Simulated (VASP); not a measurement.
Runs of VASP 6.6.1 on Ca. The structure is that of space group Pm-3m (No. 221), or close to it. The cells are those of the table. 

```tsv
cell	gap on the mesh (eV)	pressure (GPa)
a = 2.641, b = 2.641, c = 2.615 Å, 1 atom	none	36.6
a = 2.563, b = 2.563, c = 2.615 Å, 1 atom	none	(b)
a = 2.589, b = 2.589, c = 2.615 Å, 1 atom	none	40.8
a = 2.693, b = 2.693, c = 2.615 Å, 1 atom	none	(a)
a = 2.615 Å, 1 atom	none	38.7
a = 2.667, b = 2.667, c = 2.615 Å, 1 atom	none	34.7
a = 2.537, b = 2.537, c = 2.615 Å, 1 atom	none	45.8
```

Alike in all rows: task single point; level PBEsol; potentials or basis VASP PAW PBE potentials, release 64 (Ca_sv); no spin polarisation; k mesh 13 × 13 × 13; cutoff (eV) 520; smearing fermi-dirac 0.1 eV.

Q: Estimate the missing entries.

A: (a) 32.8; (b) 43.2.

Caveats: the PAW data sets were made with another functional, which shifts forces and pressure a little.

A gap of «none» marks levels without a gap at the run's occupations.
